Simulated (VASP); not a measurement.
# LiGeH3 (P4/mmm) in VASP: further runs

The runs below take LiGeH3 through single point, relaxation of cell and atoms, with PBE.

Program: VASP 6.6.1. These are calculated values, not measurements. Logs are shortened: lines on timing, memory, paths and dates and some standing lists are left out, and cuts for length are marked.

## (1) The cell of the first run

Symmetry: P4/mmm, No. 123, tetragonal system. Conventional cell: a = 3.174 Å, b = 3.174 Å, c = 5.988 Å, α = 90.00°, β = 90.00°, γ = 90.00°. Within 2.3 Å of Li (site symmetry 4/mmm) lie 2 H at 1.71 Å and 4 Ge at 2.24 Å. Ge (site symmetry 4/mmm) has 4 Li at 2.24 Å and 8 H at 2.82 Å within 3.0 Å. H (site symmetry 4mm) has 1 H at 1.29 Å and 1 Li at 1.71 Å within 1.8 Å. Within 1.7 Å of H (site symmetry 4/mmm) lie 2 H at 1.29 Å.

The cell was generated, and may not be a known phase.

## (2) Single point, PBE

Input file INCAR:

```
SYSTEM = LiGeH3
  PREC = Accurate
  ENCUT = 520
  EDIFF = 1E-7
  ISMEAR = 0
  SIGMA = 0.1
  LREAL = .FALSE.
  LASPH = .TRUE.
  NELM = 60
  ALGO = Normal
  ISIF = 2
  LWAVE = .FALSE.
  LCHARG = .FALSE.
  GGA = PE
  NBANDS = 18
```

Input file KPOINTS:

```
Automatic mesh
0
G
  6 6 4
  0 0 0
```

Input file POSCAR:

```
LiGeH3
1.0
    3.1742407900      0.0000000000      0.0000000000
    0.0000000000      3.1742407900      0.0000000000
    0.0000000000      0.0000000000      5.9884676000
Li Ge H
1 1 3
Direct
    0.0000000000      0.0000000000      0.5000000000
    0.5000000000      0.5000000000      0.5000000000
    0.0000000000      0.0000000000      0.2146266300
    0.0000000000      0.0000000000      0.7853733700
    0.0000000000      0.0000000000      0.0000000000
```

Potentials or basis: VASP PAW PBE potentials, release 64 (Li_sv, Ge_d, H).

On the command line:

```bash
cat potpaw_PBE.64/Li_sv/POTCAR potpaw_PBE.64/Ge_d/POTCAR potpaw_PBE.64/H/POTCAR > POTCAR
mpirun -np 1 vasp_std > vasp.out
```

OUTCAR:

```text
SYSTEM = LiGeH3
   PREC = Accurate
   ENCUT = 520
   EDIFF = 1E-7
   ISMEAR = 0
   LREAL = .FALSE.
   LASPH = .TRUE.
   NELM = 60
   ISIF = 2
   GGA = PE

 ion  position               nearest neighbor table
   1  0.000  0.000  0.500-   3 1.71   4 1.71   2 2.24   2 2.24   2 2.24   2 2.24
   2  0.500  0.500  0.500-   1 2.24   1 2.24   1 2.24   1 2.24
   3  0.000  0.000  0.215-   1 1.71
   4  0.000  0.000  0.785-   1 1.71
   5  0.000  0.000  0.000-

  LATTYP: Found a simple tetragonal cell.
 ALAT       =     3.1742407900
 C/A-ratio  =     1.8865826496

  Lattice vectors:

 A1 = (   3.1742407900,   0.0000000000,   0.0000000000)
 A2 = (   0.0000000000,   3.1742407900,   0.0000000000)
 A3 = (   0.0000000000,   0.0000000000,   5.9884676000)

Analysis of symmetry for initial positions (statically):
=====================================================================
 Subroutine PRICEL returns:
 Original cell was already a primitive cell.

 Routine SETGRP: Setting up the symmetry group for a
 simple tetragonal supercell.

 Subroutine GETGRP returns: Found 16 space group operations
 (whereof 16 operations were pure point group operations)
 out of a pool of 16 trial point group operations.

The static configuration has the point symmetry D_4h.

Analysis of symmetry for dynamics (positions and initial velocities):
=====================================================================
 Subroutine PRICEL returns:
 Original cell was already a primitive cell.

 Routine SETGRP: Setting up the symmetry group for a
 simple tetragonal supercell.

 Subroutine GETGRP returns: Found 16 space group operations
 (whereof 16 operations were pure point group operations)
 out of a pool of 16 trial point group operations.

The dynamic configuration has the point symmetry D_4h.

 Subroutine INISYM returns: Found 16 space group operations
 (whereof 16 operations are pure point group operations),
 and found     1 'primitive' translations

----------------------------------------------------------------------------------------

                                     Primitive cell

  volume of cell :      60.3386

[... 92 lines left out ...]
   ENCUT  =  520.0 eV  38.22 Ry    6.18 a.u.   5.90  5.90 11.13*2*pi/ulx,y,z
   NELM   =     60;   NELMIN=  2; NELMDL= -5     # of ELM steps
   EDIFF  = 0.1E-06   stopping-criterion for ELM
   LREAL  =      F    real-space projection
   EDIFFG = 0.1E-05   stopping-criterion for IOM
   NSW    =      0    number of steps for IOM
   IBRION =     -1    ionic relax: 0-MD 1-quasi-New 2-CG
   NFREE  =      0    steps in history (QN), initial steepest desc. (CG)
   ISIF   =      2    stress and relaxation
   ISYM   =      2    0-nonsym 1-usesym 2-fastsym
   POTIM  = 0.5000    time-step for ionic-motion
   TEBEG  =    0.0;   TEEND  =   0.0 temperature during run
   PSTRESS=    0.0 pullay stress
   NELECT =      20.0000    total number of electrons
   NUPDOWN=      -1.0000    fix difference up-down
   EMIN   =  10.00;   EMAX   =-10.00  energy-range for DOS
   EFERMI =   0.00;   METHOD = LEGACY
   ISMEAR =     0;   SIGMA  =   0.10  broadening in eV -4-tet -1-fermi 0-gaus
   EFERMI_NEDOS =   21; number of points for ismear=-14 and -15
   IALGO  =     38    algorithm
   IMIX   =      4    mixing-type and parameters
     AMIX     =   0.40;   BMIX     =  1.00
     AMIX_MAG =   1.60;   BMIX_MAG =  1.00
  volume/ion in A,a.u.               =      12.07        81.44
  Fermi-wavevector in a.u.,A,eV,Ry     =   1.132973  2.141009 17.464827  1.283629
  Thomas-Fermi vector in A             =   2.269675
   LORBIT       =      0    0 simple, 1 ext, 2 COOP (PROOUT), +10 PAW based schemes
   GGA     = PE    functional components
   LHFCALC =     F    Hartree Fock is set to
   AEXX    =    0.0000 exact exchange contribution
   IVDW    =     0    specifies the selected vdW correction
   LEPSILON=     F    determine dielectric tensor
   LRPA    =     F    only Hartree local field effects (RPA)
 non-spin polarized calculation
 Gauss-broadening in eV      SIGMA  =   0.10
  energy-cutoff  :      520.00
  volume of cell :       60.34
 maximum number of plane-waves:      1664
 NGX is ok and might be reduce to    24
   NGX = 11   NGY = 11   NGZ = 23

 number of electron      19.9999986 magnetization

 Free energy of the ion-electron system (eV)
  ---------------------------------------------------
  ext. energy  EPLUGINS =         0.00000000
  ---------------------------------------------------
  free energy    TOTEN  =       -12.81838813 eV

  energy without entropy =      -12.80410760  energy(sigma->0) =      -12.81124787

 E-fermi :   0.8557     XC(G=0):  -8.1058

 val. band max:        0.8291502967   @ k =   0.3333   0.0000   0.5000
 cond. band min:       0.8563381030   @ k =   0.5000   0.0000   0.2500
 fundamental gap:      0.0271878063
 Fermi energy:         0.8557156070

 k-point     1 :       0.0000    0.0000    0.0000
  band No.  band energies     occupation
      1     -44.5836      2.00000
      2     -24.1998      2.00000
      3     -24.1358      2.00000
      4     -24.1358      2.00000
      5     -24.0896      2.00000
      6     -24.0680      2.00000
[... 481 lines left out ...]
      5     -24.0880      2.00000
      6     -24.0449      2.00000
[... 10 lines left out ...]
     17      10.2101      0.00000
     18      12.6459      0.00000

 [... further k-points ...]

------------------------ aborting loop because EDIFF is reached ----------------------------------------

  FORCE on cell =-STRESS in cart. coord.  units (eV):
  Direction    XX          YY          ZZ          XY          YZ          ZX
  --------------------------------------------------------------------------------------
  -------------------------------------------------------------------------------------
  Total        3.9010228      3.9010228     -3.8041127      0.0000000     -0.0000000      0.0000000
  in kB      103.5842269    103.5842269   -101.0109645      0.0000000     -0.0000000      0.0000000
  external PRESSURE =      35.3858298 kB  Pullay stress =       0.0000000 kB

 VOLUME and BASIS-vectors are now :
 -----------------------------------------------------------------------------
  energy-cutoff  :      520.00
  volume of cell :       60.34
      direct lattice vectors                 reciprocal lattice vectors
     3.174240790  0.000000000  0.000000000     0.315035962  0.000000000  0.000000000
     0.000000000  3.174240790  0.000000000     0.000000000  0.315035962  0.000000000
     0.000000000  0.000000000  5.988467600     0.000000000  0.000000000  0.166987628

 POSITION                                       TOTAL-FORCE (eV/Angst)
 -----------------------------------------------------------------------------------
      0.00000      0.00000      2.99423        -0.000000      0.000000      0.000000
      1.58712      1.58712      2.99423        -0.000000      0.000000      0.000000
      0.00000      0.00000      1.28528         0.000000      0.000000     -2.051134
      0.00000      0.00000      4.70318        -0.000000      0.000000      2.051134
      0.00000      0.00000      0.00000        -0.000000      0.000000      0.000000
 -----------------------------------------------------------------------------------
    total drift:                                0.000000      0.000000     -0.000000

  FREE ENERGIE OF THE ION-ELECTRON SYSTEM (eV)
  ---------------------------------------------------
  free  energy   TOTEN  =       -12.8183881281 eV

  energy  without entropy=      -12.8041076034  energy(sigma->0) =      -12.81124787
```

Run time: 11 s. Hardware: 1 thread of Intel Xeon 6975P-C (Granite Rapids), shared host; peak memory 0.18 GiB.

Results:

```yaml
Free_energy: -12.8184 eV
Largest_force: 2.051 eV/Å
Band_gap_on_the_k_mesh: zero (bands 10 and 11 overlap by 3.68 eV)
```

Forces on the atoms (eV/Å):
```
Li   0.000  0.000  0.000
Ge   0.000  0.000  0.000
H    0.000  0.000 -2.051
H    0.000  0.000  2.051
H    0.000  0.000  0.000
```

Caveat: the cutoff is under 1.25 times the usual one of these potentials, so pressure, stress and relaxed cells hold a basis-set (Pulay) error; forces of over 1 eV/Å act on the atoms, so gaps and moduli don't describe the material at rest.

## (3) Single point, PBE

This run uses another cell than the first one, of 13.80 Å³/atom.

Input file INCAR:

```
PREC = Accurate ; ENCUT = 520
EDIFF = 1E-7 ; ISMEAR = 0
SIGMA = 0.1 ; LREAL = False
LASPH = True ; NELM = 80
ALGO = Normal ; ISIF = 2
LWAVE = False ; LCHARG = False
GGA = PE ; NBANDS = 18
```

Input file KPOINTS:

```
regular mesh
0
Gamma
  6 6 4
```

Input file POSCAR:

```
LiGeH3
1.0
    3.4961907619      0.0000000000      0.0000000000
    0.0000000000      3.4961907619      0.0000000000
    0.0000000000      0.0000000000      5.6454849367
Li Ge H
1 1 3
Direct
    0.0000000000      0.0000000000      0.5000000000
    0.5000000000      0.5000000000      0.5000000000
    0.0000000000      0.0000000000      0.1713274146
    0.0000000000      0.0000000000      0.8286725854
    0.0000000000      0.0000000000      0.0000000000
```

Potentials or basis: VASP PAW PBE potentials, release 64 (Li_sv, Ge_d, H).

On the command line:

```bash
cat potpaw_PBE.64/Li_sv/POTCAR potpaw_PBE.64/Ge_d/POTCAR potpaw_PBE.64/H/POTCAR > POTCAR
mpirun -np 1 vasp_std > vasp.out
```

OUTCAR:

```text
PREC = Accurate
   ENCUT = 520
   EDIFF = 1E-7
   ISMEAR = 0
   LREAL = False
   LASPH = True
   NELM = 80
   ISIF = 2
   GGA = PE

 ion  position               nearest neighbor table
   1  0.000  0.000  0.500-   2 2.47   2 2.47   2 2.47   2 2.47
   2  0.500  0.500  0.500-   1 2.47   1 2.47   1 2.47   1 2.47
   3  0.000  0.000  0.171-
   4  0.000  0.000  0.829-
   5  0.000  0.000  0.000-

  LATTYP: Found a simple tetragonal cell.
 ALAT       =     3.4961907619
 C/A-ratio  =     1.6147531188

  Lattice vectors:

 A1 = (   3.4961907619,   0.0000000000,   0.0000000000)
 A2 = (   0.0000000000,   3.4961907619,   0.0000000000)
 A3 = (   0.0000000000,   0.0000000000,   5.6454849367)

Analysis of symmetry for initial positions (statically):
=====================================================================
 Subroutine PRICEL returns:
 Original cell was already a primitive cell.

 Routine SETGRP: Setting up the symmetry group for a
 simple tetragonal supercell.

[... 173 lines left out ...]
 E-fermi :   0.4195     XC(G=0):  -7.6150

 val. band max:        0.3354125018   @ k =   0.5000   0.0000   0.2500
 cond. band min:       0.4372374517   @ k =   0.1667   0.1667   0.0000
 fundamental gap:      0.1018249499
 Fermi energy:         0.4194823793

 k-point     1 :       0.0000    0.0000    0.0000
  band No.  band energies     occupation
      1     -44.9999      2.00000
      2     -24.6116      2.00000
      3     -24.5668      2.00000
      4     -24.5668      2.00000
      5     -24.4965      2.00000
      6     -24.4954      2.00000
[... 481 lines left out ...]
      5     -24.5035      2.00000
      6     -24.4793      2.00000
[... 10 lines left out ...]
     17       9.7208      0.00000
     18      11.0246      0.00000

 [... further k-points ...]

------------------------ aborting loop because EDIFF is reached ----------------------------------------

  FORCE on cell =-STRESS in cart. coord.  units (eV):
  Direction    XX          YY          ZZ          XY          YZ          ZX
  --------------------------------------------------------------------------------------
  -------------------------------------------------------------------------------------
  Total        0.0979178      0.0979178     -0.0544956      0.0000000     -0.0000000     -0.0000000
  in kB        2.2734259      2.2734259     -1.2652628      0.0000000     -0.0000000     -0.0000000
  external PRESSURE =       1.0938630 kB  Pullay stress =       0.0000000 kB

 VOLUME and BASIS-vectors are now :
 -----------------------------------------------------------------------------
  energy-cutoff  :      520.00
  volume of cell :       69.01
      direct lattice vectors                 reciprocal lattice vectors
     3.496190762  0.000000000  0.000000000     0.286025583  0.000000000  0.000000000
     0.000000000  3.496190762  0.000000000     0.000000000  0.286025583  0.000000000
     0.000000000  0.000000000  5.645484937     0.000000000  0.000000000  0.177132702

 POSITION                                       TOTAL-FORCE (eV/Angst)
 -----------------------------------------------------------------------------------
      0.00000      0.00000      2.82274         0.000000     -0.000000      0.000000
      1.74810      1.74810      2.82274         0.000000     -0.000000      0.000000
      0.00000      0.00000      0.96723        -0.000000      0.000000      0.003724
      0.00000      0.00000      4.67826         0.000000     -0.000000     -0.003724
      0.00000      0.00000      0.00000         0.000000     -0.000000      0.000000
 -----------------------------------------------------------------------------------
    total drift:                                0.000000      0.000000      0.000000

  FREE ENERGIE OF THE ION-ELECTRON SYSTEM (eV)
  ---------------------------------------------------
  free  energy   TOTEN  =       -13.9819155918 eV

  energy  without entropy=      -13.9704920641  energy(sigma->0) =      -13.97620383
```

OSZICAR:

```text
N       E                     dE             d eps       ncg     rms          rms(c)
DAV:   1     0.112161605504E+03    0.11216E+03   -0.96572E+03  1156   0.178E+03
DAV:   2     0.398330081002E+01   -0.10818E+03   -0.10454E+03  1126   0.442E+02
DAV:   3    -0.124590161369E+02   -0.16442E+02   -0.16315E+02  1400   0.103E+02
DAV:   4    -0.148648960968E+02   -0.24059E+01   -0.23988E+01  1814   0.283E+01
DAV:   5    -0.149021725907E+02   -0.37276E-01   -0.37262E-01  1406   0.363E+00    0.476E+00
DAV:   6    -0.141266509855E+02    0.77552E+00   -0.13858E+00  1524   0.525E+00    0.195E+00
DAV:   7    -0.139840328344E+02    0.14262E+00   -0.42673E-01  1264   0.260E+00    0.536E-01
DAV:   8    -0.139788341644E+02    0.51987E-02   -0.68324E-02  1424   0.145E+00    0.330E-01
DAV:   9    -0.139814043613E+02   -0.25702E-02   -0.30165E-02  1222   0.742E-01    0.221E-01
DAV:  10    -0.139817974449E+02   -0.39308E-03   -0.87883E-03  1146   0.343E-01    0.391E-02
DAV:  11    -0.139819332444E+02   -0.13580E-03   -0.39611E-04  1318   0.121E-01    0.386E-02
DAV:  12    -0.139819171784E+02    0.16066E-04   -0.45510E-04  1170   0.772E-02    0.141E-02
DAV:  13    -0.139819157155E+02    0.14629E-05   -0.27034E-05  1186   0.272E-02    0.599E-03
DAV:  14    -0.139819154269E+02    0.28856E-06   -0.50848E-06  1274   0.111E-02    0.797E-04
DAV:  15    -0.139819155797E+02   -0.15277E-06   -0.31746E-07  1152   0.282E-03    0.397E-04
DAV:  16    -0.139819155918E+02   -0.12143E-07   -0.28324E-08   838   0.137E-03
   1 F= -.13981916E+02 E0= -.13976204E+02  d E =-.114235E-01
```

Run time: 16 s. Hardware: 1 thread of Intel Xeon 6975P-C (Granite Rapids), shared host; peak memory 0.19 GiB.

What came out:

```yaml
Free_energy: -13.9819 eV
Largest_force: 0.004 eV/Å
Band_gap_on_the_k_mesh: zero (bands 10 and 11 overlap by 2.74 eV)
```

Forces on the atoms (eV/Å):
```
Li   0.000  0.000  0.000
Ge   0.000  0.000  0.000
H    0.000  0.000  0.004
H    0.000  0.000 -0.004
H    0.000  0.000  0.000
```

Caveat: the cutoff is under 1.25 times the usual one of these potentials, so pressure, stress and relaxed cells hold a basis-set (Pulay) error.

## (4) Single point, PBE

This run uses another cell than the first one, of 13.88 Å³/atom.

Input file INCAR:

```
  PREC = Accurate
  ENCUT = 520
  EDIFF = 1E-7
  ISMEAR = 0
  SIGMA = 0.1
  LREAL = False
  LASPH = True
  NELM = 60
  ALGO = Normal
  ISIF = 2
  LWAVE = False
  LCHARG = True
  GGA = PE
  LELF = True
  LVHAR = True
  NBANDS = 18
```

Input file KPOINTS:

```
Automatic mesh
0
Gamma
  10 10 8
```

Input file POSCAR:

```
LiGeH3
1.0
    3.5204057376      0.0000000000      0.0000000000
    0.0000000000      3.5204057376      0.0000000000
    0.0000000000      0.0000000000      5.5981953223
Li Ge H
1 1 3
Direct
    0.0000000000      0.0000000000      0.5000000000
    0.5000000000      0.5000000000      0.5000000000
    0.0000000000      0.0000000000      0.1727906504
    0.0000000000      0.0000000000      0.8272093496
    0.0000000000      0.0000000000      0.0000000000
```

On the command line:

```bash
cat potpaw_PBE.64/Li_sv/POTCAR potpaw_PBE.64/Ge_d/POTCAR potpaw_PBE.64/H/POTCAR > POTCAR
mpirun -np 1 vasp_std > vasp.out
```

It took 47 s on 1 thread of Intel Xeon 6975P-C (Granite Rapids), shared host; peak memory 0.27 GiB.

The run converged. Its results:

```
Free energy            : -13.9974 eV
Band gap on the k mesh : zero (bands 10 and 11 overlap by 2.87 eV)
```

Levels at points of the mesh, in eV from the Fermi level:
```tsv
k point	band 7	band 8	band 9	band 10	band 11	band 12	band 13	band 14
(0.00, 0.00, 0.00)	-9.27	-6.59	-3.16	1.76	1.76	2.76	6.42	6.75
(0.50, 0.00, 0.00)	-7.94	-7.11	-1.94	-1.57	0.47	3.39	4.66	7.25
(0.50, 0.50, 0.00)	-6.69	-6.54	-2.28	-2.28	-0.93	1.78	4.86	6.66
(0.00, 0.00, 0.50)	-8.95	-7.53	-0.51	-0.18	1.80	1.80	6.78	6.86
(0.50, 0.00, 0.50)	-7.92	-7.04	-3.39	-0.12	1.27	3.40	4.53	7.30
(0.50, 0.50, 0.50)	-6.72	-6.52	-2.22	-2.22	-0.88	1.45	4.82	4.82
```

Caveat: the cutoff is under 1.25 times the usual one of these potentials, so pressure, stress and relaxed cells hold a basis-set (Pulay) error.

(Continued in part 2 of 2.)

The gap in the log of VASP goes by the Fermi energy; the results here count the filled bands.